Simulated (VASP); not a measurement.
# Mo (Fd-3m) in VASP: notebook, part 2 of 2

VASP 6.6.1.

## (3) Relaxation of cell and atoms, PBE, target pressure 380 GPa, at which the enthalpy is minimised

This run uses another cell than the first one, of 10.98 Å³/atom.

INCAR reads:

```
  PREC = Accurate
  ENCUT = 600
  EDIFF = 1E-6
  ISMEAR = -1
  SIGMA = 0.1
  LREAL = False
  LASPH = True
  NELM = 80
  ALGO = Normal
  ISIF = 3
  LWAVE = False
  LCHARG = False
  GGA = PE
  IBRION = 2
  NSW = 32
  EDIFFG = -0.005
  PSTRESS = 3800.0
```

KPOINTS reads:

```
Automatic mesh
0
Gamma
  15 15 15
```

POSCAR reads:

```
Mo
1.0
    0.0000000000      2.2228330798      2.2228330798
    2.2228330798      0.0000000000      2.2228330798
    2.2228330798      2.2228330798      0.0000000000
Mo
2
Direct
   -0.1250000000     -0.1250000000     -0.1250000000
    0.1250000000      0.1250000000      0.1250000000
```

Potentials or basis: VASP PAW PBE potentials, release 64 (Mo_sv).

The run is started by

```
> cat potpaw_PBE.64/Mo_sv/POTCAR > POTCAR
> mpirun -np 1 vasp_std > vasp.out
```

OUTCAR:

```text
PREC = Accurate
   ENCUT = 600
   EDIFF = 1E-6
   ISMEAR = -1
   LREAL = False
   LASPH = True
   NELM = 80
   ISIF = 3
   GGA = PE
   IBRION = 2
   NSW = 32
   EDIFFG = -0.005
   PSTRESS = 3800.0

 ion  position               nearest neighbor table
   1  0.875  0.875  0.875-   2 1.93   2 1.93   2 1.93   2 1.93
   2  0.125  0.125  0.125-   1 1.93   1 1.93   1 1.93   1 1.93

  LATTYP: Found a face centered cubic cell.
 ALAT       =     4.4456661596

  Lattice vectors:

 A1 = (   0.0000000000,   2.2228330798,   2.2228330798)
 A2 = (   2.2228330798,   0.0000000000,   2.2228330798)
 A3 = (   2.2228330798,   2.2228330798,   0.0000000000)

Analysis of symmetry for initial positions (statically):
=====================================================================
 Subroutine PRICEL returns:
 Original cell was already a primitive cell.

 Routine SETGRP: Setting up the symmetry group for a
 face centered cubic supercell.

 Subroutine GETGRP returns: Found 48 space group operations
 (whereof 12 operations were pure point group operations)
 out of a pool of 48 trial point group operations.

The static configuration has the point symmetry D_3d.
 The point group associated with its full space group is O_h .

Analysis of symmetry for dynamics (positions and initial velocities):
=====================================================================
 Subroutine PRICEL returns:
 Original cell was already a primitive cell.

 Routine SETGRP: Setting up the symmetry group for a
 face centered cubic supercell.

 Subroutine GETGRP returns: Found 48 space group operations
 (whereof 12 operations were pure point group operations)
 out of a pool of 48 trial point group operations.

The dynamic configuration has the point symmetry D_3d.
 The point group associated with its full space group is O_h .

 Subroutine INISYM returns: Found 48 space group operations
 (whereof 12 operations are pure point group operations),
 and found     1 'primitive' translations

----------------------------------------------------------------------------------------

                                     Primitive cell

  volume of cell :      21.9660

  direct lattice vectors                    reciprocal lattice vectors
     0.000000000  2.222833080  2.222833080    -0.224938168  0.224938168  0.224938168
     2.222833080  0.000000000  2.222833080     0.224938168 -0.224938168  0.224938168
     2.222833080  2.222833080  0.000000000     0.224938168  0.224938168 -0.224938168

  length of vectors
     3.143560688  3.143560688  3.143560688     0.389604335  0.389604335  0.389604335

  position of ions in fractional coordinates (direct lattice)
     0.875000000  0.875000000  0.875000000
     0.125000000  0.125000000  0.125000000

  ion indices of the primitive-cell ions
   primitive index   ion index
                 1           1
                 2           2

----------------------------------------------------------------------------------------

 KPOINTS: Automatic mesh

Automatic generation of k-mesh.
 Grid dimensions read from file:
[... 25 lines left out ...]
  0.200000  0.000000  0.000000      8.000000
  0.266667  0.000000  0.000000      8.000000
  0.333333  0.000000  0.000000      8.000000
[... 16 lines left out ...]
  0.133333  0.133333  0.000000      6.000000
  0.200000  0.133333  0.000000     24.000000
 [... further k-points ...]
   k-points           NKPTS =    120   k-points in BZ     NKDIM =    120   number of bands    NBANDS=     18
   number of dos      NEDOS =    301   number of ions     NIONS =      2
   total plane-waves  NPLWV =  21952
   dimension x,y,z NGX =    28 NGY =   28 NGZ =   28
   dimension x,y,z NGXF=    56 NGYF=   56 NGZF=   56
   ions per type =               2
   NGX,Y,Z   is equivalent  to a cutoff of  14.81, 14.81, 14.81 a.u.
   NGXF,Y,Z  is equivalent  to a cutoff of  29.62, 29.62, 29.62 a.u.
 SYSTEM =  unknown system
   PREC   = accura    normal or accurate (medium, high low for compatibility)
   ISTART =      0    job   : 0-new  1-cont  2-samecut
   ICHARG =      2    charge: 1-file 2-atom 10-const
   ISPIN  =      1    spin polarized calculation?
   LNONCOLLINEAR =      F non collinear calculations
   LSORBIT =      F    spin-orbit coupling
   LASPH  =      T    aspherical Exc in radial PAW
   ENCUT  =  600.0 eV  44.10 Ry    6.64 a.u.   6.28  6.28  6.28*2*pi/ulx,y,z
   NELM   =     80;   NELMIN=  2; NELMDL= -5     # of ELM steps
   EDIFF  = 0.1E-05   stopping-criterion for ELM
   LREAL  =      F    real-space projection
   EDIFFG = -.5E-02   stopping-criterion for IOM
   NSW    =     32    number of steps for IOM
   IBRION =      2    ionic relax: 0-MD 1-quasi-New 2-CG
   NFREE  =      1    steps in history (QN), initial steepest desc. (CG)
   ISIF   =      3    stress and relaxation
   ISYM   =      2    0-nonsym 1-usesym 2-fastsym
   POTIM  = 0.5000    time-step for ionic-motion
   TEBEG  =    0.0;   TEEND  =   0.0 temperature during run
   PSTRESS= 3800.0 pullay stress
   NELECT =      28.0000    total number of electrons
   NUPDOWN=      -1.0000    fix difference up-down
   EMIN   =  10.00;   EMAX   =-10.00  energy-range for DOS
   EFERMI =   0.00;   METHOD = LEGACY
   ISMEAR =    -1;   SIGMA  =   0.10  broadening in eV -4-tet -1-fermi 0-gaus
   EFERMI_NEDOS =   21; number of points for ismear=-14 and -15
   IALGO  =     38    algorithm
   IMIX   =      4    mixing-type and parameters
     AMIX     =   0.40;   BMIX     =  1.00
     AMIX_MAG =   1.60;   BMIX_MAG =  1.00
  volume/ion in A,a.u.               =      10.98        74.12
  Fermi-wavevector in a.u.,A,eV,Ry     =   1.775050  3.354359 42.869284  3.150803
  Thomas-Fermi vector in A             =   2.840921
   LORBIT       =      0    0 simple, 1 ext, 2 COOP (PROOUT), +10 PAW based schemes
   GGA     = PE    functional components
   LHFCALC =     F    Hartree Fock is set to
   AEXX    =    0.0000 exact exchange contribution
   IVDW    =     0    specifies the selected vdW correction
   LEPSILON=     F    determine dielectric tensor
   LRPA    =     F    only Hartree local field effects (RPA)
 conjugate gradient relaxation of ions
 non-spin polarized calculation
  energy-cutoff  :      600.00
  volume of cell :       21.97
 maximum number of plane-waves:       751
 NGX is ok and might be reduce to    28
   NGX = 13   NGY = 13   NGZ = 13

--------------------------------------- Ionic step        1  -------------------------------------------

 number of electron      28.0000000 magnetization

 Free energy of the ion-electron system (eV)
  ---------------------------------------------------
  ext. energy  EPLUGINS =         0.00000000
  ---------------------------------------------------
  free energy    TOTEN  =        -2.39097848 eV

  energy without entropy =       -2.35207150  energy(sigma->0) =       -2.37152499

------------------------ aborting loop because EDIFF is reached ----------------------------------------

  FORCE on cell =-STRESS in cart. coord.  units (eV):
  Direction    XX          YY          ZZ          XY          YZ          ZX
  --------------------------------------------------------------------------------------
  -------------------------------------------------------------------------------------
  Total       52.7497202     52.7497202     52.7497202      0.0000000     -0.0000000      0.0000000
  in kB     3847.5138604   3847.5138604   3847.5138604      0.0000000     -0.0000000      0.0000000
  external PRESSURE =      47.5138604 kB  Pullay stress =    3800.0000000 kB
[... 101 lines left out ...]
--------------------------------------- Ionic step        4  -------------------------------------------

 number of electron      28.0000000 magnetization

 Free energy of the ion-electron system (eV)
  ---------------------------------------------------
  ext. energy  EPLUGINS =         0.00000000
  ---------------------------------------------------
  free energy    TOTEN  =        -2.57991499 eV

  energy without entropy =       -2.54090539  energy(sigma->0) =       -2.56041019

 E-fermi :  19.0683     XC(G=0): -14.9641

 val. band max:       19.0682796350   @ k =  -0.1333   0.2000   0.0667
 cond. band min:      19.0873717632   @ k =  -0.2667   0.4000   0.1333
 fundamental gap:      0.0190921282
 Fermi energy:        19.0683071745

 k-point     1 :       0.0000    0.0000    0.0000
  band No.  band energies     occupation
      1     -45.6222      2.00000
      2     -39.6444      2.00000
      3     -20.0591      2.00000
      4     -20.0591      2.00000
      5     -20.0591      2.00000
      6     -14.9814      2.00000
[... 481 lines left out ...]
      5     -19.5574      2.00000
      6     -15.2147      2.00000
[... 10 lines left out ...]
     17      21.6529      0.00000
     18      25.9344      0.00000

 [... further k-points ...]

------------------------ aborting loop because EDIFF is reached ----------------------------------------

  FORCE on cell =-STRESS in cart. coord.  units (eV):
  Direction    XX          YY          ZZ          XY          YZ          ZX
  --------------------------------------------------------------------------------------
  -------------------------------------------------------------------------------------
  Total       52.2887325     52.2887325     52.2887325      0.0000000     -0.0000000     -0.0000000
  in kB     3800.1944408   3800.1944408   3800.1944408      0.0000000     -0.0000000     -0.0000000
  external PRESSURE =       0.1944408 kB  Pullay stress =    3800.0000000 kB
[... 21 lines left out ...]
  energy  without entropy=       -2.5409053926  energy(sigma->0) =       -2.56041019

  enthalpy is  TOTEN    =        49.7061420997 eV   P V=       52.2860570897

 reached required accuracy - stopping structural energy minimisation
```

OSZICAR:

```text
N       E                     dE             d eps       ncg     rms          rms(c)
DAV:   1     0.360502164025E+03    0.36050E+03   -0.20302E+04  4320   0.193E+03
DAV:   2     0.615253270024E+01   -0.35435E+03   -0.34838E+03  4736   0.561E+02
DAV:   3    -0.265357088697E+01   -0.88061E+01   -0.85811E+01  5036   0.867E+01
DAV:   4    -0.273621810845E+01   -0.82647E-01   -0.82254E-01  4622   0.729E+00
[... 25 lines left out ...]
   3 F= 0.49706141E+02 E0= 0.49725647E+02  d E =-.118174E-02
       N       E                     dE             d eps       ncg     rms          rms(c)
DAV:   1    -0.257991724563E+01    0.43214E-02   -0.57721E-05  4408   0.941E-02    0.408E-02
DAV:   2    -0.257991499571E+01    0.22499E-05   -0.47542E-06  3508   0.230E-02    0.125E-02
DAV:   3    -0.257991498991E+01    0.57953E-08   -0.90291E-07  2174   0.996E-03
   4 F= 0.49706142E+02 E0= 0.49725647E+02  d E =-.118079E-02
```

It took 3.6 min on 1 thread of Intel Xeon 8259CL, shared host; peak memory 0.2 GiB.

Results:

| Property | Result |
| --- | --- |
| Free energy | -2.5799 eV |
| Relaxed volume | 11.02 Å³/atom |
| Relaxed cell | a = 3.147 Å, b = 3.147 Å, c = 3.147 Å, α = 60.00°, β = 60.00°, γ = 60.00° |
| Space group after relaxing (to 0.1 Å) | Fd-3m (No. 227) |
| Energy change on relaxing (the run minimises the enthalpy) | -94.5 meV/atom |
| Ionic steps | 4 |
| Pressure after relaxing | 380.0 GPa |
| Band gap on the k mesh | zero (bands 14 and 15 overlap by 2.11 eV) |

Step by step:
```
step  energy change (eV)  largest force (eV/Å)  pressure (GPa)  volume (Å³)
   1              0.0000                0.0000          384.75        21.97
   2             -2.3287                0.0000          326.41        23.02
   3             -0.1933                0.0000          379.89        22.05
   4             -0.1889                0.0000          380.02        22.05
```

Final structure:
```
CELL_PARAMETERS angstrom
0.00000 2.22550 2.22550
2.22550 0.00000 2.22550
2.22550 2.22550 0.00000
ATOMIC_POSITIONS crystal
Mo 0.87500 0.87500 0.87500
Mo 0.12500 0.12500 0.12500
```

Caveat: the cell is relaxed towards a set pressure, so the run minimises the enthalpy, not the energy; atoms lie so close that the PAW spheres overlap strongly, which falsifies energies and pressures.
